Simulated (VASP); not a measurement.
# BeS (sol) (F-43m) in VASP: notebook, part 2 of 2

VASP 6.6.1. Earlier steps stand in the parts before.

## (4) Single point, PBEsol

This run uses another cell than the first one, of 14.15 Å³/atom, 0.980 times its volume.

Input file INCAR:

```
PREC     = Accurate       # precision mode
ENCUT    = 600            # plane-wave cutoff, eV
EDIFF    = 1E-6           # SCF threshold, eV
ISMEAR   = 0              # smearing method
SIGMA    = 0.01           # smearing width, eV
LREAL    = False          # projectors in reciprocal space
LASPH    = True           # aspherical terms in the spheres
NELM     = 120            # most SCF steps
ALGO     = Normal         # electronic algorithm
ISIF     = 2              # what is computed and relaxed
LWAVE    = False          # write WAVECAR
LCHARG   = False          # write CHGCAR
GGA      = PS             # functional
NBANDS   = 11             # bands
GGA_COMPAT= False
```

Input file KPOINTS:

```
Automatic mesh
0
Gamma
  8 8 8
```

Input file POSCAR:

```
BeS
1.0
    0.0000000000      2.4188655904      2.4188655904
    2.4188655904      0.0000000000      2.4188655904
    2.4188655904      2.4188655904      0.0000000000
Be S
1 1
Direct
    0.0000000000      0.0000000000      0.0000000000
    0.2500000000      0.2500000000      0.2500000000
```

Potentials or basis: VASP PAW PBE potentials, release 64 (Be, S).

The run is started by

```sh
cat potpaw_PBE.64/Be/POTCAR potpaw_PBE.64/S/POTCAR > POTCAR
mpirun -np 1 vasp_std > vasp.out
```

OUTCAR:

```text
PREC = Accurate
   ENCUT = 600
   EDIFF = 1E-6
   ISMEAR = 0
   LREAL = False
   LASPH = True
   NELM = 120
   ISIF = 2
   GGA = PS

 ion  position               nearest neighbor table
   1  0.000  0.000  0.000-   2 2.09   2 2.09   2 2.09   2 2.09
   2  0.250  0.250  0.250-   1 2.09   1 2.09   1 2.09   1 2.09

  LATTYP: Found a face centered cubic cell.
 ALAT       =     4.8377311808

  Lattice vectors:

 A1 = (   0.0000000000,   2.4188655904,   2.4188655904)
 A2 = (   2.4188655904,   0.0000000000,   2.4188655904)
 A3 = (   2.4188655904,   2.4188655904,   0.0000000000)

Analysis of symmetry for initial positions (statically):
=====================================================================
 Subroutine PRICEL returns:
 Original cell was already a primitive cell.

 Routine SETGRP: Setting up the symmetry group for a
 face centered cubic supercell.

 Subroutine GETGRP returns: Found 24 space group operations
 (whereof 24 operations were pure point group operations)
 out of a pool of 48 trial point group operations.

The static configuration has the point symmetry T_d .

Analysis of symmetry for dynamics (positions and initial velocities):
=====================================================================
 Subroutine PRICEL returns:
 Original cell was already a primitive cell.

 Routine SETGRP: Setting up the symmetry group for a
 face centered cubic supercell.

 Subroutine GETGRP returns: Found 24 space group operations
 (whereof 24 operations were pure point group operations)
 out of a pool of 48 trial point group operations.

The dynamic configuration has the point symmetry T_d .

 Subroutine INISYM returns: Found 24 space group operations
 (whereof 24 operations are pure point group operations),
 and found     1 'primitive' translations

----------------------------------------------------------------------------------------

                                     Primitive cell

  volume of cell :      28.3051

  direct lattice vectors                    reciprocal lattice vectors
     0.000000000  2.418865590  2.418865590    -0.206708468  0.206708468  0.206708468
     2.418865590  0.000000000  2.418865590     0.206708468 -0.206708468  0.206708468
     2.418865590  2.418865590  0.000000000     0.206708468  0.206708468 -0.206708468

  length of vectors
     3.420792524  3.420792524  3.420792524     0.358029569  0.358029569  0.358029569

  position of ions in fractional coordinates (direct lattice)
     0.000000000  0.000000000  0.000000000
     0.250000000  0.250000000  0.250000000

  ion indices of the primitive-cell ions
   primitive index   ion index
                 1           1
                 2           2

----------------------------------------------------------------------------------------

 KPOINTS: Automatic mesh

Automatic generation of k-mesh.
 Grid dimensions read from file:
 generate k-points for:    8    8    8

 Generating k-lattice:

  Cartesian coordinates                     Fractional coordinates (reciprocal lattice)
    -0.025838558  0.025838558  0.025838558     0.125000000  0.000000000  0.000000000
     0.025838558 -0.025838558  0.025838558     0.000000000  0.125000000  0.000000000
     0.025838558  0.025838558 -0.025838558     0.000000000  0.000000000  0.125000000

  Length of vectors
     0.044753696  0.044753696  0.044753696

  Shift w.r.t. Gamma in fractional coordinates (k-lattice)
     0.000000000  0.000000000  0.000000000

 Subroutine IBZKPT returns following result:
 ===========================================

 Found     29 irreducible k-points:

 Following reciprocal coordinates:
            Coordinates               Weight
  0.000000  0.000000  0.000000      1.000000
  0.125000  0.000000  0.000000      8.000000
  0.250000  0.000000  0.000000      8.000000
  0.375000  0.000000  0.000000      8.000000
  0.500000  0.000000  0.000000      4.000000
  0.125000  0.125000  0.000000      6.000000
[... 16 lines left out ...]
  0.500000  0.250000  0.125000     48.000000
 -0.375000  0.250000  0.125000     24.000000
 [... further k-points ...]
   k-points           NKPTS =     29   k-points in BZ     NKDIM =     29   number of bands    NBANDS=     11
   number of dos      NEDOS =    301   number of ions     NIONS =      2
   total plane-waves  NPLWV =  21952
   dimension x,y,z NGX =    28 NGY =   28 NGZ =   28
   dimension x,y,z NGXF=    56 NGYF=   56 NGZF=   56
   ions per type =               1   1
   NGX,Y,Z   is equivalent  to a cutoff of  13.61, 13.61, 13.61 a.u.
   NGXF,Y,Z  is equivalent  to a cutoff of  27.22, 27.22, 27.22 a.u.
 SYSTEM =  unknown system
   PREC   = accura    normal or accurate (medium, high low for compatibility)
   ISTART =      0    job   : 0-new  1-cont  2-samecut
   ICHARG =      2    charge: 1-file 2-atom 10-const
   ISPIN  =      1    spin polarized calculation?
   LNONCOLLINEAR =      F non collinear calculations
   LSORBIT =      F    spin-orbit coupling
   LASPH  =      T    aspherical Exc in radial PAW
   ENCUT  =  600.0 eV  44.10 Ry    6.64 a.u.   6.83  6.83  6.83*2*pi/ulx,y,z
   NELM   =    120;   NELMIN=  2; NELMDL= -5     # of ELM steps
   EDIFF  = 0.1E-05   stopping-criterion for ELM
   LREAL  =      F    real-space projection
   EDIFFG = 0.1E-04   stopping-criterion for IOM
   NSW    =      0    number of steps for IOM
   IBRION =     -1    ionic relax: 0-MD 1-quasi-New 2-CG
   NFREE  =      0    steps in history (QN), initial steepest desc. (CG)
   ISIF   =      2    stress and relaxation
   ISYM   =      2    0-nonsym 1-usesym 2-fastsym
   POTIM  = 0.5000    time-step for ionic-motion
   TEBEG  =    0.0;   TEEND  =   0.0 temperature during run
   PSTRESS=    0.0 pullay stress
   NELECT =       8.0000    total number of electrons
   NUPDOWN=      -1.0000    fix difference up-down
   EMIN   =  10.00;   EMAX   =-10.00  energy-range for DOS
   EFERMI =   0.00;   METHOD = LEGACY
   ISMEAR =     0;   SIGMA  =   0.01  broadening in eV -4-tet -1-fermi 0-gaus
   EFERMI_NEDOS =   21; number of points for ismear=-14 and -15
   IALGO  =     38    algorithm
   IMIX   =      4    mixing-type and parameters
     AMIX     =   0.40;   BMIX     =  1.00
     AMIX_MAG =   1.60;   BMIX_MAG =  1.00
  volume/ion in A,a.u.               =      14.15        95.51
  Fermi-wavevector in a.u.,A,eV,Ry     =   1.074360  2.030246 15.704511  1.154249
  Thomas-Fermi vector in A             =   2.210186
   LORBIT       =      0    0 simple, 1 ext, 2 COOP (PROOUT), +10 PAW based schemes
   GGA     = PS    functional components
   LHFCALC =     F    Hartree Fock is set to
   AEXX    =    0.0000 exact exchange contribution
   IVDW    =     0    specifies the selected vdW correction
   LEPSILON=     F    determine dielectric tensor
   LRPA    =     F    only Hartree local field effects (RPA)
 non-spin polarized calculation
 Gauss-broadening in eV      SIGMA  =   0.01
  energy-cutoff  :      600.00
  volume of cell :       28.31
 maximum number of plane-waves:       960
   NGX = 13   NGY = 13   NGZ = 13

 number of electron       8.0000000 magnetization

 Free energy of the ion-electron system (eV)
  ---------------------------------------------------
  ext. energy  EPLUGINS =         0.00000000
  ---------------------------------------------------
  free energy    TOTEN  =       -10.56434543 eV

  energy without entropy =      -10.56434543  energy(sigma->0) =      -10.56434543

 E-fermi :   4.3565     XC(G=0):  -9.9321

 val. band max:        4.2231932588   @ k =   0.0000   0.0000   0.0000
 cond. band min:       7.1340883696   @ k =   0.5000   0.5000   0.0000
 fundamental gap:      2.9108951108
 Fermi energy:         4.3564915764

 k-point     1 :       0.0000    0.0000    0.0000
  band No.  band energies     occupation
      1      -9.5460      2.00000
      2       4.2232      2.00000
      3       4.2232      2.00000
      4       4.2232      2.00000
      5       9.8296      0.00000
      6       9.8296      0.00000
      7       9.8296      0.00000
      8       9.9934      0.00000
      9      17.0328      0.00000
     10      17.0328      0.00000
     11      18.9581      0.00000
[... 309 lines left out ...]
 k-point    24 :      -0.3750    0.2500    0.1250
  band No.  band energies     occupation
      1      -7.6070      2.00000
      2      -1.1454      2.00000
      3       1.3889      2.00000
      4       2.3385      2.00000
      5      10.1886      0.00000
      6      10.7437      0.00000
      7      13.3435      0.00000
      8      14.6789      0.00000
      9      15.6094      0.00000
     10      19.5705      0.00000
     11      20.1425      0.00000

 [... further k-points ...]

------------------------ aborting loop because EDIFF is reached ----------------------------------------

  FORCE on cell =-STRESS in cart. coord.  units (eV):
  Direction    XX          YY          ZZ          XY          YZ          ZX
  --------------------------------------------------------------------------------------
  -------------------------------------------------------------------------------------
  Total        0.0364485      0.0364485      0.0364485      0.0000000     -0.0000000      0.0000000
  in kB        2.0631240      2.0631240      2.0631240      0.0000000     -0.0000000      0.0000000
  external PRESSURE =       2.0631240 kB  Pullay stress =       0.0000000 kB

 VOLUME and BASIS-vectors are now :
 -----------------------------------------------------------------------------
  energy-cutoff  :      600.00
  volume of cell :       28.31
      direct lattice vectors                 reciprocal lattice vectors
     0.000000000  2.418865590  2.418865590    -0.206708468  0.206708468  0.206708468
     2.418865590  0.000000000  2.418865590     0.206708468 -0.206708468  0.206708468
     2.418865590  2.418865590  0.000000000     0.206708468  0.206708468 -0.206708468

 POSITION                                       TOTAL-FORCE (eV/Angst)
 -----------------------------------------------------------------------------------
      0.00000      0.00000      0.00000         0.000000      0.000000      0.000000
      1.20943      1.20943      1.20943        -0.000000     -0.000000     -0.000000
 -----------------------------------------------------------------------------------
    total drift:                               -0.000000     -0.000000      0.000000

  FREE ENERGIE OF THE ION-ELECTRON SYSTEM (eV)
  ---------------------------------------------------
  free  energy   TOTEN  =       -10.5643454278 eV

  energy  without entropy=      -10.5643454278  energy(sigma->0) =      -10.56434543
```

Wall time 4.8 s (1 thread of Intel Xeon 6975P-C (Granite Rapids), shared host); peak memory 0.15 GiB.

Results:

- Free energy: -10.5643 eV
- Pressure: 0.2 GPa
- Band gap on the k mesh: 2.91 eV, indirect (least direct gap 5.61 eV)

Levels at points of the mesh, in eV from the valence-band top:
| k point | band 1 | band 2 | band 3 | band 4 | band 5 | band 6 | band 7 | band 8 | band 9 |
| --- | --- | --- | --- | --- | --- | --- | --- | --- | --- |
| (0.00, 0.00, 0.00) | -13.77 | 0.00 | 0.00 | 0.00 | 5.61 | 5.61 | 5.61 | 5.77 | 12.81 |
| (0.50, 0.00, 0.00) | -12.11 | -5.91 | -1.05 | -1.05 | 5.41 | 6.48 | 6.48 | 11.01 | 14.96 |
| (0.50, 0.50, 0.00) | -11.56 | -5.11 | -2.70 | -2.70 | 2.91 | 4.80 | 12.81 | 12.81 | 15.50 |

Caveat: the PAW data sets were made with another functional, which shifts forces and pressure a little.

## (5) Relaxation of cell and atoms, PBEsol

Input file INCAR:

```
SYSTEM = BeS
  ALGO = Normal
  EDIFF = 1E-7
  EDIFFG = -0.002
  ENCUT = 600
  GGA = PS
  GGA_COMPAT = .False.
  IBRION = 2
  ISIF = 3
  ISMEAR = 0
  LASPH = .True.
  LCHARG = .False.
  LREAL = .False.
  LWAVE = .False.
  NELM = 120
  NELMIN = 4
  NSW = 100
  PREC = Accurate
  SIGMA = 0.02
```

Input file KPOINTS:

```
k-points
0
Gamma
  8 8 8
  0 0 0
```

Input file POSCAR:

```
BeS
1.0
    0.0000000000      2.4350000000      2.4350000000
    2.4350000000      0.0000000000      2.4350000000
    2.4350000000      2.4350000000      0.0000000000
Be S
1 1
Direct
    0.0000000000      0.0000000000      0.0000000000
    0.2500000000      0.2500000000      0.2500000000
```

The run is started by

```sh
cat potpaw_PBE.64/Be/POTCAR potpaw_PBE.64/S/POTCAR > POTCAR
mpirun -np 1 vasp_std > vasp.out
```

It took 9.2 s on 1 thread of Intel Xeon 6975P-C (Granite Rapids), shared host; peak memory 0.14 GiB.

It converged, with:

```yaml
Free_energy: -10.5644 eV
Relaxed_volume: 14.18 Å³/atom
Relaxed_cell: a = 3.423 Å, b = 3.423 Å, c = 3.423 Å, α = 60.00°, β = 60.00°, γ = 60.00°
Space_group_after_relaxing_to_0.05_Å: F-43m (No. 216)
Energy_gained_by_relaxing: 1.4 meV/atom
Ionic_steps: 3
Pressure_after_relaxing: 0.0 GPa
Band_gap_on_the_k_mesh: 2.92 eV, indirect (least direct gap 5.61 eV)
```

Step by step:
| step | energy change (eV) | largest force (eV/Å) | pressure (GPa) | volume (Å³) |
| --- | --- | --- | --- | --- |
| 1 | 0.0000 | 0.0000 | -1.67 | 28.88 |
| 2 | -0.0026 | 0.0000 | 0.40 | 28.25 |
| 3 | -0.0027 | 0.0000 | 0.00 | 28.36 |

Final structure:
```yaml
crystal:
  lattice:
    - [0.00000, 2.42053, 2.42053]
    - [2.42053, 0.00000, 2.42053]
    - [2.42053, 2.42053, 0.00000]
  atoms:
    - { symbol: Be, position: [0.00000, 0.00000, 0.00000] }
    - { symbol: S, position: [0.25000, 0.25000, 0.25000] }
```

Levels at points of the mesh, in eV from the valence-band top:
```csv
k point,band 2,band 3,band 4,band 5,band 6,band 7
"(0.00, 0.00, 0.00)",0.00,0.00,0.00,5.61,5.61,5.61
"(0.50, 0.00, 0.00)",-5.90,-1.05,-1.05,5.40,6.48,6.48
"(0.50, 0.50, 0.00)",-5.10,-2.69,-2.69,2.92,4.81,12.79
```

Caveat: the PAW data sets were made with another functional, which shifts forces and pressure a little.

## (6) Overview

```csv
task,cell,k mesh,smearing,gap on the mesh (eV),pressure (GPa)
single point,"a = 3.444 Å, angles 60.0°, 2 atoms",6 × 6 × 6,gaussian 0.1 eV,2.95,-1.6
single point,"a = 3.421 Å, angles 60.0°, 2 atoms",8 × 8 × 8,gaussian 0.02 eV,2.91,0.2
single point,"a = 3.421 Å, angles 60.0°, 2 atoms",8 × 8 × 8,gaussian 0.01 eV,2.91,0.2
relaxation of cell and atoms,"relaxed from a = 3.444 Å, angles 60.0°, 2 atoms",8 × 8 × 8,gaussian 0.02 eV,2.92,0.0
```

Alike in all rows: level PBEsol; potentials or basis VASP PAW PBE potentials, release 64 (Be, S); no spin polarisation; cutoff (eV) 600.

Caveats: the PAW data sets were made with another functional, which shifts forces and pressure a little.

Total energies depend on the potentials used, so only differences within one code and one set of settings carry meaning.
